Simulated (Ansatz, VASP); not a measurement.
## NiO: VASP beside Ansatz

```xyz
2
Lattice="0.0000 2.1085 2.1085 2.1085 0.0000 2.1085 2.1085 2.1085 0.0000" Properties=species:S:1:pos:R:3 pbc="T T T"
Ni    0.0000    0.0000    0.0000
O     2.1085    2.1085    2.1085
```

Alike in both runs: task single point; functional PBE; k mesh 14 × 14 × 14; occupations gaussian, width 0.05 eV; non-collinear spin, spin-orbit coupling.

|  | VASP | Ansatz |
| --- | --- | --- |
| version | VASP 6.6.1 | Ansatz 0.2.0 |
| potentials or method | VASP PAW PBE potentials, release 64 (Ni, O), cutoff 520 eV | plane waves, PAW |
| valence electrons in the cell | 16 | 24 |

|  | VASP | Ansatz | Ansatz less VASP |
| --- | --- | --- | --- |
| pressure (GPa) | -0.7 | 0.0 | +0.65 |
| net moment per atom (μB) | 0.88 | 0.90 | +0.021 |

VASP's potentials hold 16 valence electrons a cell and Ansatz's 24, so a difference there can come from the potentials and not from the codes. Ansatz's warnings: stress scf threshold loose.
